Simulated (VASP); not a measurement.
Write the native input for VASP 6.6.1 that does the following.

| Property | Result |
| --- | --- |
| Task | single point |
| Functional | PBEsol |
| Potentials or basis | VASP PAW PBE potentials, release 64 (C, H, O) |
| Cutoff | 520 eV |
| k mesh | 2 × 2 × 1 |
| Occupations | fermi-dirac, width 0.05 eV |
| Spin | collinear spin |
| Starting moments | [0.0, 0.0, 0.0, 0.0, 0.0, 0.0, 0.0, 0.0, 0.0, 0.0, 0.0, 0.0, 0.0, 0.0, 0.0, 0.0, 0.0, 0.0, 1.0, 0.0, 0.0] μB |
| Dipole correction | no |
| Further INCAR settings | LREAL = Auto; ALGO = Normal; EDIFF = 1e-07; NBANDS = 62 |

The structure of HC19O lies in POSCAR:

```
HC19O
1.0
    7.3980000000      0.0000000000      0.0000000000
   -3.6990000000      6.4068560000      0.0000000000
    0.0000000000      0.0000000000     11.0000000000
C H O
19 1 1
Direct
    0.0026386147      0.0178729495      0.0702694256
    0.2246441661      0.1284385543      0.0747069777
    0.0032158185      0.3519178308      0.0773729386
    0.2252338109      0.4629421533      0.0770690064
    0.0027227812      0.6853942152      0.0702495177
    0.2246122485      0.7966871932      0.0747139271
    0.3316409118      0.0161161048      0.0800402627
    0.5585483286      0.1296034086      0.1102303209
    0.3362810204      0.3519365733      0.0772363946
    0.5597785325      0.4635811308      0.0748454793
    0.3362703684      0.6849864260      0.0773052583
    0.5597713208      0.7968020600      0.0749356198
    0.6720754941      0.0160684191      0.0804819873
    0.8914185718      0.1284197990      0.0749972195
    0.6721047372      0.3565927181      0.0802214349
    0.8915147562      0.4635813783      0.0748312178
    0.6702964410      0.6855092384      0.0702894992
    0.8919226769      0.7962524360      0.0694209544
    0.3263556636      0.2182855052      0.3633893869
    0.5567162762      0.1303493092      0.2130562906
    0.2088298208      0.2528107969      0.4079732308
```

The input as run:

INCAR

```
  PREC = Accurate
  ENCUT = 520
  EDIFF = 1E-7
  ISMEAR = -1
  SIGMA = 0.05
  LREAL = Auto
  LASPH = T
  NELM = 150
  ALGO = Normal
  ISIF = 2
  LWAVE = F
  LCHARG = F
  ISPIN = 2
  MAGMOM = 0 0 0 0 0 0 0 0 0 0 0 0 0 0 0 0 0 0 1 0 0
  LORBIT = 11
  GGA = PS
  NBANDS = 62
```

KPOINTS

```
regular mesh
0
Gamma
  2 2 1
```

Potentials or basis: VASP PAW PBE potentials, release 64 (C, H, O).

Launch:

```sh
$ cat potpaw_PBE.64/C/POTCAR potpaw_PBE.64/H/POTCAR potpaw_PBE.64/O/POTCAR > POTCAR
$ mpirun -np 1 vasp_std > vasp.out
```

Results of the run:

- Largest force: 1.033 eV/Å
- Band gap on the k mesh: 0.17 eV
- Net moment: 1.04 μB per cell
- Site moments: C +0.05, -0.05, +0.11, -0.03, +0.12, -0.01, -0.02, +0.00 (each value once); H +0.05; O +0.00 μB
- Valence electrons inside the program's atomic spheres: C 2.65, 2.63, 2.64, 2.62, 2.49 (each value once); H 0.64; O 5.17

Caveat: the k points lie up to 0.49 Å⁻¹ apart; the PAW data sets were made with another functional, which shifts forces and pressure a little.

Wall time 8.2 min on 1 thread of Intel(R) Xeon(R) 6975P-C (Granite Rapids) (shared host), peak memory 0.8 GiB.
